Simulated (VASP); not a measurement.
# Mg (I4/mcm) in VASP: single point with PBE

Aim: the single point of Mg with PBE.

Everything below comes from runs of VASP 6.6.1. Logs are shortened: lines on timing, memory, paths and dates and some standing lists are left out, and cuts for length are marked.

**1. The cell of the first run**

The structure is tetragonal, space group I4/mcm (No. 140). Conventional cell: a = 6.885 Å, b = 6.885 Å, c = 6.458 Å, α = 90.00°, β = 90.00°, γ = 90.00°. Mg (site symmetry m2m) has 11 Mg at 3.10 to 3.90 Å within 4.1 Å.

**2. Single point, PBE (Sr replaced by Mg, lengths x 0.834, strained)**

INCAR reads:

```
SYSTEM = Mg
PREC = Accurate
ENCUT = 520
EDIFF = 1E-7
ISMEAR = 0
SIGMA = 0.1
LREAL = .False.
LASPH = .True.
NELM = 100
ALGO = Fast
ISIF = 2
LWAVE = .False.
LCHARG = .True.
GGA = PE
LELF = .True.
LVHAR = .True.
NBANDS = 12
```

KPOINTS reads:

```
Automatic mesh
0
Gamma
  10 10 10
  0 0 0
```

POSCAR reads:

```
Mg
1.0
   -3.4423441961      3.4423441961      3.2292487066
    3.4423441961     -3.4423441961      3.2292487066
    3.4423441961      3.4423441961     -3.2292487066
Mg
4
Direct
    0.1594483589      0.6594483589      0.8188967078
    0.8405516411      0.3405516411      0.1811032922
    0.6594483589      0.8405516411      0.5000000000
    0.3405516411      0.1594483589      0.5000000000
```

Potentials or basis: VASP PAW PBE potentials, release 64 (Mg).

The run is started by

```
cat potpaw_PBE.64/Mg/POTCAR > POTCAR
mpirun -np 1 vasp_std > vasp.out
```

OUTCAR:

```text
SYSTEM = Mg
   PREC = Accurate
   ENCUT = 520
   EDIFF = 1E-7
   ISMEAR = 0
   LREAL = .False.
   LASPH = .True.
   NELM = 100
   ISIF = 2
   GGA = PE

 ion  position               nearest neighbor table
   1  0.159  0.659  0.819-   2 3.10
   2  0.841  0.341  0.181-   1 3.10
   3  0.659  0.841  0.500-   4 3.10
   4  0.341  0.159  0.500-   3 3.10

  LATTYP: Found a body centered tetragonal cell.
 ALAT       =     6.8846883922
 C/A-ratio  =     0.9380958215

  Lattice vectors:

 A1 = (  -3.4423441961,   3.4423441961,   3.2292487066)
 A2 = (   3.4423441961,  -3.4423441961,   3.2292487066)
 A3 = (   3.4423441961,   3.4423441961,  -3.2292487066)

Analysis of symmetry for initial positions (statically):
=====================================================================
 Subroutine PRICEL returns:
 Original cell was already a primitive cell.

 Routine SETGRP: Setting up the symmetry group for a
 body centered tetragonal supercell.

 Subroutine GETGRP returns: Found 16 space group operations
 (whereof  8 operations were pure point group operations)
 out of a pool of 16 trial point group operations.

The static configuration has the point symmetry C_4h.
 The point group associated with its full space group is D_4h.

Analysis of symmetry for dynamics (positions and initial velocities):
=====================================================================
 Subroutine PRICEL returns:
 Original cell was already a primitive cell.

 Routine SETGRP: Setting up the symmetry group for a
 body centered tetragonal supercell.

 Subroutine GETGRP returns: Found 16 space group operations
 (whereof  8 operations were pure point group operations)
 out of a pool of 16 trial point group operations.

The dynamic configuration has the point symmetry C_4h.
 The point group associated with its full space group is D_4h.

 Subroutine INISYM returns: Found 16 space group operations
 (whereof  8 operations are pure point group operations),
 and found     1 'primitive' translations

----------------------------------------------------------------------------------------

                                     Primitive cell

  volume of cell :     153.0629

  direct lattice vectors                    reciprocal lattice vectors
    -3.442344196  3.442344196  3.229248707     0.000000000  0.145249856  0.154834776
     3.442344196 -3.442344196  3.229248707     0.145249856  0.000000000  0.154834776
     3.442344196  3.442344196 -3.229248707     0.145249856  0.145249856  0.000000000

  length of vectors
     5.841875926  5.841875926  5.841875926     0.212300091  0.212300091  0.205414317

  position of ions in fractional coordinates (direct lattice)
     0.159448359  0.659448359  0.818896708
     0.840551641  0.340551641  0.181103292
     0.659448359  0.840551641  0.500000000
     0.340551641  0.159448359  0.500000000

  ion indices of the primitive-cell ions
   primitive index   ion index
                 1           1
                 2           2
                 3           3
                 4           4

----------------------------------------------------------------------------------------

 KPOINTS: Automatic mesh

Automatic generation of k-mesh.
 Grid dimensions read from file:
 generate k-points for:   10   10   10

 Generating k-lattice:

  Cartesian coordinates                     Fractional coordinates (reciprocal lattice)
     0.000000000  0.014524986  0.015483478     0.100000000 -0.000000000  0.000000000
     0.014524986  0.000000000  0.015483478    -0.000000000  0.100000000  0.000000000
     0.014524986  0.014524986  0.000000000     0.000000000  0.000000000  0.100000000

  Length of vectors
     0.021230009  0.021230009  0.020541432

  Shift w.r.t. Gamma in fractional coordinates (k-lattice)
     0.000000000  0.000000000  0.000000000

 Subroutine IBZKPT returns following result:
 ===========================================

 Found    102 irreducible k-points:

 Following reciprocal coordinates:
            Coordinates               Weight
  0.000000  0.000000  0.000000      1.000000
  0.100000 -0.000000  0.000000      8.000000
  0.200000 -0.000000  0.000000      8.000000
  0.300000 -0.000000  0.000000      8.000000
  0.400000  0.000000  0.000000      8.000000
  0.500000  0.000000  0.000000      4.000000
[... 16 lines left out ...]
  0.300000  0.300000  0.000000      8.000000
  0.400000  0.300000  0.000000     16.000000
 [... further k-points ...]
   k-points           NKPTS =    102   k-points in BZ     NKDIM =    102   number of bands    NBANDS=     12
   number of dos      NEDOS =    301   number of ions     NIONS =      4
   total plane-waves  NPLWV = 110592
   dimension x,y,z NGX =    48 NGY =   48 NGZ =   48
   dimension x,y,z NGXF=    96 NGYF=   96 NGZF=   96
   ions per type =               4
   NGX,Y,Z   is equivalent  to a cutoff of  13.66, 13.66, 13.66 a.u.
   NGXF,Y,Z  is equivalent  to a cutoff of  27.32, 27.32, 27.32 a.u.
 SYSTEM =  Mg
   PREC   = accura    normal or accurate (medium, high low for compatibility)
   ISTART =      0    job   : 0-new  1-cont  2-samecut
   ICHARG =      2    charge: 1-file 2-atom 10-const
   ISPIN  =      1    spin polarized calculation?
   LNONCOLLINEAR =      F non collinear calculations
   LSORBIT =      F    spin-orbit coupling
   LASPH  =      T    aspherical Exc in radial PAW
   ENCUT  =  520.0 eV  38.22 Ry    6.18 a.u.  10.86 10.86 10.86*2*pi/ulx,y,z
   NELM   =    100;   NELMIN=  2; NELMDL= -5     # of ELM steps
   EDIFF  = 0.1E-06   stopping-criterion for ELM
   LREAL  =      F    real-space projection
   EDIFFG = 0.1E-05   stopping-criterion for IOM
   NSW    =      0    number of steps for IOM
   IBRION =     -1    ionic relax: 0-MD 1-quasi-New 2-CG
   NFREE  =      0    steps in history (QN), initial steepest desc. (CG)
   ISIF   =      2    stress and relaxation
   ISYM   =      2    0-nonsym 1-usesym 2-fastsym
   POTIM  = 0.5000    time-step for ionic-motion
   TEBEG  =    0.0;   TEEND  =   0.0 temperature during run
   PSTRESS=    0.0 pullay stress
   NELECT =       8.0000    total number of electrons
   NUPDOWN=      -1.0000    fix difference up-down
   EMIN   =  10.00;   EMAX   =-10.00  energy-range for DOS
   EFERMI =   0.00;   METHOD = LEGACY
   ISMEAR =     0;   SIGMA  =   0.10  broadening in eV -4-tet -1-fermi 0-gaus
   EFERMI_NEDOS =   21; number of points for ismear=-14 and -15
   IALGO  =     68    algorithm
   IMIX   =      4    mixing-type and parameters
     AMIX     =   0.40;   BMIX     =  1.00
     AMIX_MAG =   1.60;   BMIX_MAG =  1.00
  volume/ion in A,a.u.               =      38.27       258.23
  Fermi-wavevector in a.u.,A,eV,Ry     =   0.612089  1.156681  5.097468  0.374653
  Thomas-Fermi vector in A             =   1.668251
   LORBIT       =      0    0 simple, 1 ext, 2 COOP (PROOUT), +10 PAW based schemes
   GGA     = PE    functional components
   LHFCALC =     F    Hartree Fock is set to
   AEXX    =    0.0000 exact exchange contribution
   IVDW    =     0    specifies the selected vdW correction
   LEPSILON=     F    determine dielectric tensor
   LRPA    =     F    only Hartree local field effects (RPA)
 non-spin polarized calculation
 RMM-DIIS sequential band-by-band and
 Gauss-broadening in eV      SIGMA  =   0.10
  energy-cutoff  :      520.00
  volume of cell :      153.06
 maximum number of plane-waves:      4148
 NGX is ok and might be reduce to    48
   NGX = 21   NGY = 21   NGZ = 21

 number of electron       8.0000000 magnetization

 Free energy of the ion-electron system (eV)
  ---------------------------------------------------
  ext. energy  EPLUGINS =         0.00000000
  ---------------------------------------------------
  free energy    TOTEN  =        -4.16441617 eV

  energy without entropy =       -4.15363756  energy(sigma->0) =       -4.15902686

 E-fermi :   0.4460     XC(G=0):  -6.9736

 val. band max:        0.4453520008   @ k =  -0.4000   0.4000   0.0000
 cond. band min:       0.4517754521   @ k =  -0.2000   0.3000   0.2000
 fundamental gap:      0.0064234514
 Fermi energy:         0.4459675897

 k-point     1 :       0.0000    0.0000    0.0000
  band No.  band energies     occupation
      1      -4.6590      2.00000
      2       0.8627      0.00000
      3       1.3518      0.00000
      4       1.4908      0.00000
      5       1.4908      0.00000
      6       1.7642      0.00000
      7       1.8274      0.00000
      8       1.8274      0.00000
      9       2.0168      0.00000
     10       2.0168      0.00000
     11       2.0285      0.00000
     12       2.6730      0.00000

 k-point     2 :       0.1000   -0.0000    0.0000
  band No.  band energies     occupation
      1      -4.5927      2.00000
      2       0.3500      1.82525
      3       0.8462      0.00000
      4       1.1287      0.00000
      5       1.3337      0.00000
      6       1.3385      0.00000
      7       1.8911      0.00000
      8       2.1896      0.00000
      9       2.4842      0.00000
     10       2.5580      0.00000
     11       2.6586      0.00000
     12       2.8449      0.00000

 k-point     3 :       0.2000   -0.0000    0.0000
  band No.  band energies     occupation
      1      -4.3944      2.00000
      2      -0.5832      2.00000
      3       0.4429      1.03438
      4       0.6798      0.00094
      5       0.9051      0.00000
      6       0.9878      0.00000
      7       2.2199      0.00000
      8       2.5621      0.00000
      9       2.9688      0.00000
     10       3.2225      0.00000
     11       3.5094      0.00000
     12       3.8353      0.00000
[... 286 lines left out ...]
 k-point    23 :       0.3000    0.3000    0.0000
  band No.  band energies     occupation
      1      -2.8475      2.00000
      2      -2.6669      2.00000
      3      -1.8164      2.00000
      4      -0.2211      2.00000
      5       1.0807      0.00000
      6       2.1328      0.00000
      7       2.7575      0.00000
      8       3.3069      0.00000
      9       3.3800      0.00000
     10       5.2873      0.00000
     11       5.5307      0.00000
     12       5.7766      0.00000

 k-point    24 :       0.4000    0.3000    0.0000
  band No.  band energies     occupation
      1      -3.1082      2.00000
      2      -2.1969      2.00000
      3      -2.0420      2.00000
      4      -0.1480      2.00000
      5       1.2711      0.00000
      6       2.0342      0.00000
      7       2.4619      0.00000
      8       3.3430      0.00000
      9       4.0370      0.00000
     10       4.5444      0.00000
     11       4.8830      0.00000
     12       5.5133      0.00000

 [... further k-points ...]

------------------------ aborting loop because EDIFF is reached ----------------------------------------

  FORCE on cell =-STRESS in cart. coord.  units (eV):
  Direction    XX          YY          ZZ          XY          YZ          ZX
  --------------------------------------------------------------------------------------
  -------------------------------------------------------------------------------------
  Total       -4.5112960     -4.5112960     -5.6195795      0.0000000     -0.0000000      0.0000000
  in kB      -47.2217233    -47.2217233    -58.8226149      0.0000000     -0.0000000      0.0000000
  external PRESSURE =     -51.0886872 kB  Pullay stress =       0.0000000 kB

 VOLUME and BASIS-vectors are now :
 -----------------------------------------------------------------------------
  energy-cutoff  :      520.00
  volume of cell :      153.06
      direct lattice vectors                 reciprocal lattice vectors
    -3.442344196  3.442344196  3.229248707     0.000000000  0.145249856  0.154834776
     3.442344196 -3.442344196  3.229248707     0.145249856  0.000000000  0.154834776
     3.442344196  3.442344196 -3.229248707     0.145249856  0.145249856  0.000000000

 POSITION                                       TOTAL-FORCE (eV/Angst)
 -----------------------------------------------------------------------------------
      4.54010      1.09775      0.00000         0.106320      0.106320     -0.000000
     -1.09775      2.34459      3.22925        -0.106320     -0.106320      0.000000
      2.34459      1.09775      3.22925        -0.106320      0.106320     -0.000000
      1.09775      2.34459      0.00000         0.106320     -0.106320      0.000000
 -----------------------------------------------------------------------------------
    total drift:                                0.000000      0.000000     -0.000000

  FREE ENERGIE OF THE ION-ELECTRON SYSTEM (eV)
  ---------------------------------------------------
  free  energy   TOTEN  =        -4.1644161655 eV

  energy  without entropy=       -4.1536375632  energy(sigma->0) =       -4.15902686
```

Wall time 5.5 min (1 thread of Intel Xeon 8259CL, shared host); peak memory 0.41 GiB.

What came out:

| Property | Result |
| --- | --- |
| Free energy | -4.1644 eV |
| Pressure | -5.1 GPa |
| Largest force | 0.150 eV/Å |
| Band gap on the k mesh | zero (bands 4 and 5 overlap by 2.22 eV) |

Forces on the atoms (eV/Å):
```
Mg   0.106  0.106  0.000
Mg  -0.106 -0.106  0.000
Mg  -0.106  0.106  0.000
Mg   0.106 -0.106  0.000
```

Caveat: the cell differs from its parent crystal (Sr replaced by Mg, lengths x 0.834, strained); the cell stands under tension.
